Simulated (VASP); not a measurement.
# CuO (Cccm) in VASP: a series of runs

The runs below take CuO through single point, with PBEsol.

All numbers are computed with VASP 6.6.1; they aren't measurements. Logs are shortened: lines on timing, memory, paths and dates and some standing lists are left out, and cuts for length are marked.

### Step 1. The cell of the first run

Symmetry: Cccm, No. 66, orthorhombic system. Conventional cell: a = 3.964 Å, b = 3.977 Å, c = 5.086 Å, α = 90.00°, β = 90.00°, γ = 90.00°. Cu (site symmetry 2/m) has 4 O at 1.89 Å within 2.5 Å. O (site symmetry 222) has 4 Cu at 1.89 Å and 2 O at 2.54 Å within 2.6 Å.

### Step 2. Single point, PBEsol (10.02 Å³/atom)

INCAR reads:

```
  PREC = Accurate
  ENCUT = 520
  EDIFF = 1E-6
  ISMEAR = 0
  SIGMA = 0.1
  LREAL = F
  LASPH = T
  NELM = 60
  ALGO = Normal
  ISIF = 2
  LWAVE = F
  LCHARG = T
  GGA = PS
  LELF = T
  LVHAR = T
  NBANDS = 25
```

KPOINTS reads:

```
regular mesh
0
Gamma
  14 14 8
```

POSCAR reads:

```
CuO
1.0
    1.9820349006     -1.9885754307      0.0000000000
    1.9820349006      1.9885754307      0.0000000000
    0.0000000000      0.0000000000      5.0860930583
Cu O
2 2
Direct
    0.0000000000      0.5000000000      0.0000000000
    0.5000000000      0.0000000000      0.5000000000
    0.5000000000      0.5000000000      0.2500000000
    0.5000000000      0.5000000000      0.7500000000
```

Potentials or basis: VASP PAW PBE potentials, release 64 (Cu, O).

Launch:

```console
$ cat potpaw_PBE.64/Cu/POTCAR potpaw_PBE.64/O/POTCAR > POTCAR
$ mpirun -np 1 vasp_std > vasp.out
```

OUTCAR:

```text
PREC = Accurate
   ENCUT = 520
   EDIFF = 1E-6
   ISMEAR = 0
   LREAL = F
   LASPH = T
   NELM = 60
   ISIF = 2
   GGA = PS

 ion  position               nearest neighbor table
   1  0.000  0.500  0.000-   3 1.89   4 1.89   3 1.89   4 1.89
   2  0.500  0.000  0.500-   3 1.89   4 1.89   3 1.89   4 1.89
   3  0.500  0.500  0.250-   1 1.89   2 1.89   2 1.89   1 1.89
   4  0.500  0.500  0.750-   1 1.89   2 1.89   2 1.89   1 1.89

  LATTYP: Found a base centered orthorhombic cell.
 ALAT       =     3.9640698012
 B/A-ratio  =     1.0032999066
 C/A-ratio  =     1.2830483098

  Lattice vectors:

 A1 = (   1.9820349006,  -1.9885754307,   0.0000000000)
 A2 = (   1.9820349006,   1.9885754307,   0.0000000000)
 A3 = (   0.0000000000,   0.0000000000,   5.0860930583)

Analysis of symmetry for initial positions (statically):
=====================================================================
 Subroutine PRICEL returns:
 Original cell was already a primitive cell.

 Routine SETGRP: Setting up the symmetry group for a
 base centered orthorhombic supercell.

 Subroutine GETGRP returns: Found  8 space group operations
 (whereof  4 operations were pure point group operations)
 out of a pool of  8 trial point group operations.

The static configuration has the point symmetry C_2h.
 The point group associated with its full space group is D_2h.

Analysis of symmetry for dynamics (positions and initial velocities):
=====================================================================
 Subroutine PRICEL returns:
 Original cell was already a primitive cell.

 Routine SETGRP: Setting up the symmetry group for a
 base centered orthorhombic supercell.

 Subroutine GETGRP returns: Found  8 space group operations
 (whereof  4 operations were pure point group operations)
 out of a pool of  8 trial point group operations.

The dynamic configuration has the point symmetry C_2h.
 The point group associated with its full space group is D_2h.

 Subroutine INISYM returns: Found  8 space group operations
 (whereof  4 operations are pure point group operations),
 and found     1 'primitive' translations

----------------------------------------------------------------------------------------

                                     Primitive cell

  volume of cell :      40.0929

  direct lattice vectors                    reciprocal lattice vectors
     1.982034901 -1.988575431  0.000000000     0.252265992 -0.251436276  0.000000000
     1.982034901  1.988575431  0.000000000     0.252265992  0.251436276  0.000000000
     0.000000000  0.000000000  5.086093058     0.000000000  0.000000000  0.196614570

  length of vectors
     2.807649300  2.807649300  5.086093058     0.356171772  0.356171772  0.196614570

  position of ions in fractional coordinates (direct lattice)
     1.000000000  0.500000000  0.000000000
     0.500000000  1.000000000  0.500000000
     0.500000000  0.500000000  0.250000000
     0.500000000  0.500000000  0.750000000

  ion indices of the primitive-cell ions
   primitive index   ion index
                 1           1
                 2           2
                 3           3
                 4           4

----------------------------------------------------------------------------------------

 KPOINTS: regular mesh

Automatic generation of k-mesh.
 Grid dimensions read from file:
 generate k-points for:   14   14    8

 Generating k-lattice:

  Cartesian coordinates                     Fractional coordinates (reciprocal lattice)
     0.018018999 -0.017959734  0.000000000     0.071428571 -0.000000000  0.000000000
     0.018018999  0.017959734  0.000000000    -0.000000000  0.071428571  0.000000000
     0.000000000  0.000000000  0.024576821     0.000000000  0.000000000  0.125000000

  Length of vectors
     0.025440841  0.025440841  0.024576821

  Shift w.r.t. Gamma in fractional coordinates (k-lattice)
     0.000000000  0.000000000  0.000000000

 Subroutine IBZKPT returns following result:
 ===========================================

 Found    285 irreducible k-points:

 Following reciprocal coordinates:
            Coordinates               Weight
  0.000000  0.000000  0.000000      1.000000
  0.071429  0.000000  0.000000      4.000000
  0.142857  0.000000  0.000000      4.000000
  0.214286  0.000000  0.000000      4.000000
  0.285714  0.000000  0.000000      4.000000
  0.357143  0.000000  0.000000      4.000000
[... 16 lines left out ...]
  0.214286  0.142857  0.000000      4.000000
  0.285714  0.142857  0.000000      4.000000
 [... further k-points ...]
   k-points           NKPTS =    285   k-points in BZ     NKDIM =    285   number of bands    NBANDS=     25
   number of dos      NEDOS =    301   number of ions     NIONS =      4
   total plane-waves  NPLWV =  23040
   dimension x,y,z NGX =    24 NGY =   24 NGZ =   40
   dimension x,y,z NGXF=    48 NGYF=   48 NGZF=   80
   ions per type =               2   2
   NGX,Y,Z   is equivalent  to a cutoff of  14.21, 14.21, 13.07 a.u.
   NGXF,Y,Z  is equivalent  to a cutoff of  28.42, 28.42, 26.15 a.u.
 SYSTEM =  unknown system
   PREC   = accura    normal or accurate (medium, high low for compatibility)
   ISTART =      0    job   : 0-new  1-cont  2-samecut
   ICHARG =      2    charge: 1-file 2-atom 10-const
   ISPIN  =      1    spin polarized calculation?
   LNONCOLLINEAR =      F non collinear calculations
   LSORBIT =      F    spin-orbit coupling
   LASPH  =      T    aspherical Exc in radial PAW
   ENCUT  =  520.0 eV  38.22 Ry    6.18 a.u.   5.22  5.22  9.46*2*pi/ulx,y,z
   NELM   =     60;   NELMIN=  2; NELMDL= -5     # of ELM steps
   EDIFF  = 0.1E-05   stopping-criterion for ELM
   LREAL  =      F    real-space projection
[... 7 lines left out ...]
   TEBEG  =    0.0;   TEEND  =   0.0 temperature during run
   PSTRESS=    0.0 pullay stress
   NELECT =      34.0000    total number of electrons
   NUPDOWN=      -1.0000    fix difference up-down
   EMIN   =  10.00;   EMAX   =-10.00  energy-range for DOS
   EFERMI =   0.00;   METHOD = LEGACY
   ISMEAR =     0;   SIGMA  =   0.10  broadening in eV -4-tet -1-fermi 0-gaus
   EFERMI_NEDOS =   21; number of points for ismear=-14 and -15
   IALGO  =     38    algorithm
   IMIX   =      4    mixing-type and parameters
     AMIX     =   0.40;   BMIX     =  1.00
     AMIX_MAG =   1.60;   BMIX_MAG =  1.00
  volume/ion in A,a.u.               =      10.02        67.64
  Fermi-wavevector in a.u.,A,eV,Ry     =   1.549573  2.928268 32.669971  2.401175
  Thomas-Fermi vector in A             =   2.654360
   LORBIT       =      0    0 simple, 1 ext, 2 COOP (PROOUT), +10 PAW based schemes
   GGA     = PS    functional components
   LHFCALC =     F    Hartree Fock is set to
   AEXX    =    0.0000 exact exchange contribution
   IVDW    =     0    specifies the selected vdW correction
   LEPSILON=     F    determine dielectric tensor
   LRPA    =     F    only Hartree local field effects (RPA)
 non-spin polarized calculation
 Gauss-broadening in eV      SIGMA  =   0.10
  energy-cutoff  :      520.00
  volume of cell :       40.09
 maximum number of plane-waves:      1118
 NGX is ok and might be reduce to    24
   NGX = 11   NGY = 11   NGZ = 19

 number of electron      34.0000000 magnetization

 Free energy of the ion-electron system (eV)
  ---------------------------------------------------
  ext. energy  EPLUGINS =         0.00000000
  ---------------------------------------------------
  free energy    TOTEN  =       -21.38647234 eV

  energy without entropy =      -21.37405834  energy(sigma->0) =      -21.38026534

 E-fermi :   6.0411     XC(G=0): -12.1689

 val. band max:        6.0390539531   @ k =  -0.2857   0.1429   0.5000
 cond. band min:       6.0414211770   @ k =  -0.0714   0.0714   0.3750
 fundamental gap:      0.0023672239
 Fermi energy:         6.0410702320

 k-point     1 :       0.0000    0.0000    0.0000
  band No.  band energies     occupation
      1     -14.5732      2.00000
      2     -13.0742      2.00000
      3      -3.1299      2.00000
      4      -0.0339      2.00000
      5      -0.0268      2.00000
      6       1.7138      2.00000
[... 17 lines left out ...]
     24      21.2187      0.00000
     25      21.3343      0.00000

 k-point     2 :       0.0714    0.0000    0.0000
  band No.  band energies     occupation
      1     -14.5381      2.00000
      2     -13.0630      2.00000
      3      -3.0750      2.00000
      4      -0.0751      2.00000
      5      -0.0141      2.00000
      6       1.4437      2.00000
[... 17 lines left out ...]
     24      21.3295      0.00000
     25      21.3892      0.00000

 k-point     3 :       0.1429    0.0000    0.0000
  band No.  band energies     occupation
      1     -14.4378      2.00000
      2     -13.0311      2.00000
      3      -2.9177      2.00000
      4      -0.1850      2.00000
      5       0.0313      2.00000
      6       0.7550      2.00000
[... 17 lines left out ...]
     24      21.4838      0.00000
     25      21.6215      0.00000

 k-point     4 :       0.2143    0.0000    0.0000
  band No.  band energies     occupation
      1     -14.2876      2.00000
      2     -12.9844      2.00000
      3      -2.6807      2.00000
      4      -0.3094      2.00000
      5      -0.0474      2.00000
      6       0.0985      2.00000
[... 17 lines left out ...]
     24      21.4265      0.00000
     25      21.8459      0.00000
[... 477 lines left out ...]
 k-point    22 :       0.1429    0.1429    0.0000
  band No.  band energies     occupation
      1     -14.3043      2.00000
      2     -12.9895      2.00000
      3      -2.7041      2.00000
      4      -0.1763      2.00000
      5      -0.0622      2.00000
      6       0.6406      2.00000
[... 17 lines left out ...]
     24      19.4389      0.00000
     25      21.7640      0.00000

 k-point    23 :       0.2143    0.1429    0.0000
  band No.  band energies     occupation
      1     -14.1565      2.00000
      2     -12.9452      2.00000
      3      -2.4653      2.00000
      4      -0.2619      2.00000
      5      -0.0211      2.00000
      6      -0.0092      2.00000
[... 17 lines left out ...]
     24      19.3217      0.00000
     25      21.8575      0.00000

 k-point    24 :       0.2857    0.1429    0.0000
  band No.  band energies     occupation
      1     -13.9848      2.00000
      2     -12.8954      2.00000
      3      -2.1843      2.00000
      4      -0.7383      2.00000
      5      -0.3309      2.00000
      6       0.0445      2.00000
[... 17 lines left out ...]
     24      19.6773      0.00000
     25      21.5640      0.00000

 [... further k-points ...]

------------------------ aborting loop because EDIFF is reached ----------------------------------------

  FORCE on cell =-STRESS in cart. coord.  units (eV):
  Direction    XX          YY          ZZ          XY          YZ          ZX
  --------------------------------------------------------------------------------------
  -------------------------------------------------------------------------------------
  Total        2.8500166      2.8543167      3.0400710     -0.0000000      0.0000000      0.0000000
  in kB      113.8912382    114.0630741    121.4861170     -0.0000000      0.0000000      0.0000000
  external PRESSURE =     116.4801431 kB  Pullay stress =       0.0000000 kB

 VOLUME and BASIS-vectors are now :
 -----------------------------------------------------------------------------
  energy-cutoff  :      520.00
  volume of cell :       40.09
      direct lattice vectors                 reciprocal lattice vectors
     1.982034901 -1.988575431  0.000000000     0.252265992 -0.251436276  0.000000000
     1.982034901  1.988575431  0.000000000     0.252265992  0.251436276  0.000000000
     0.000000000  0.000000000  5.086093058     0.000000000  0.000000000  0.196614570

 POSITION                                       TOTAL-FORCE (eV/Angst)
 -----------------------------------------------------------------------------------
      0.99102      0.99429      0.00000         0.000000      0.000000      0.000000
      0.99102     -0.99429      2.54305         0.000000      0.000000      0.000000
      1.98203      0.00000      1.27152         0.000000      0.000000     -0.000000
      1.98203      0.00000      3.81457         0.000000     -0.000000      0.000000
 -----------------------------------------------------------------------------------
    total drift:                                0.000000     -0.000000     -0.000000

  FREE ENERGIE OF THE ION-ELECTRON SYSTEM (eV)
  ---------------------------------------------------
  free  energy   TOTEN  =       -21.3864723363 eV

  energy  without entropy=      -21.3740583424  energy(sigma->0) =      -21.38026534
```

It took 100 s on 1 thread of Intel Xeon 6975P-C (Granite Rapids), shared host; peak memory 0.34 GiB.

What came out:

```yaml
Free_energy: -21.3865 eV
Pressure: 11.6 GPa
Band_gap_on_the_k_mesh: zero (bands 17 and 18 overlap by 1.20 eV)
```

Caveat: the cell stands under pressure; the PAW data sets were made with another functional, which shifts forces and pressure a little; semilocal functionals often make such compounds metallic where correlation or magnetic order opens a gap, which also shifts bond lengths. With open d or f shells a metallic result of PBEsol can be an artefact of self-interaction; +U or a hybrid may open a gap.

### Step 3. Single point, PBEsol (10.34 Å³/atom)

This run uses another cell than the first one, of 10.34 Å³/atom.

INCAR reads:

```
SYSTEM = CuO
  PREC = Accurate
  ENCUT = 520
  EDIFF = 1E-6
  ISMEAR = 0
  SIGMA = 0.1
  LREAL = .False.
  LASPH = .True.
  NELM = 100
  ALGO = Normal
  ISIF = 2
  LWAVE = .False.
  LCHARG = .False.
  GGA = PS
  NBANDS = 25
```

KPOINTS reads:

```
Automatic mesh
0
Gamma
  14 14 8
  0 0 0
```

POSCAR reads:

```
CuO
1.0
    2.0136376684     -2.0199955244      0.0000000000
    2.0136376684      2.0199955244      0.0000000000
    0.0000000000      0.0000000000      5.0856891964
Cu O
2 2
Direct
    0.0000000000      0.5000000000      0.0000000000
    0.5000000000      0.0000000000      0.5000000000
    0.5000000000      0.5000000000      0.2500000000
    0.5000000000      0.5000000000      0.7500000000
```

Potentials or basis: VASP PAW PBE potentials, release 64 (Cu, O).

Launch:

```console
$ cat potpaw_PBE.64/Cu/POTCAR potpaw_PBE.64/O/POTCAR > POTCAR
$ mpirun -np 1 vasp_std > vasp.out
```

It took 98 s on 1 thread of Intel Xeon 6975P-C (Granite Rapids), shared host; peak memory 0.35 GiB.

It converged, with:

```yaml
Free_energy: -21.4559 eV
Pressure: 5.8 GPa
Band_gap_on_the_k_mesh: zero (bands 17 and 18 overlap by 1.19 eV)
```

Stress tensor (GPa, compression positive):
```
5.62 0.00 0.00
0.00 5.61 0.00
0.00 0.00 6.26
```

Levels at points of the mesh, in eV from the Fermi level:
```tsv
k point	band 15	band 16	band 17	band 18	band 19	band 20
(0.00, 0.00, 0.00)	-2.49	-2.13	0.69	0.70	1.54	6.07
(0.50, 0.00, 0.00)	-1.71	-1.63	0.23	0.46	3.37	6.08
(0.50, 0.50, 0.00)	-1.68	-1.27	-1.27	1.21	1.81	7.10
(0.00, 0.00, 0.50)	-1.67	-1.67	0.06	0.06	3.61	3.61
(0.50, 0.00, 0.50)	-2.18	-1.96	-0.12	0.70	4.13	6.05
(0.50, 0.50, 0.50)	-1.51	-1.51	-0.50	-0.50	3.78	3.78
```

Caveat: the cell stands under pressure; the PAW data sets were made with another functional, which shifts forces and pressure a little; semilocal functionals often make such compounds metallic where correlation or magnetic order opens a gap, which also shifts bond lengths.

(Continued in part 2 of 2.)
